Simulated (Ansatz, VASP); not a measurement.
**One calculation of CuI, two programs**

```
Cu I
1.0
     3.34058   -3.47229    0.00000
     3.34058    3.47229    0.00000
     0.00000    0.00000    4.25312
Cu I
2 2
Direct
  0.41492 0.58508 0.75000
  0.58508 0.41492 0.25000
  0.78384 0.21616 0.75000
  0.21616 0.78384 0.25000
```

Alike in both runs: functional LDA; k mesh 6 × 6 × 8; occupations fermi-dirac, width 0.05 eV; no spin polarisation.

Ansatz relaxed the structure, and its values are those at the end. VASP's run is a single point on that final structure, the one shown.

```csv
,VASP,Ansatz
version,VASP 6.6.1,Ansatz 0.2.0
potentials or method,"VASP PAW LDA potentials, release 64 (Cu, I)","PAW with Ansatz's default frozen-core files, scalar-relativistic"
plane-wave cutoff (eV),520,420
valence electrons in the cell,36,72
```

```csv
,VASP,Ansatz,Ansatz less VASP
pressure (GPa),0.0,0.0,-0.04
rms of the force components (eV/Å),0.011,0.000,-0.0103
```

LDA's correlation is that of Perdew and Zunger in VASP and of Perdew and Wang (1992) in Ansatz. VASP's potentials hold 36 valence electrons a cell and Ansatz's 72, so a difference there can come from the potentials and not from the codes.

Neither program's run includes spin-orbit coupling.
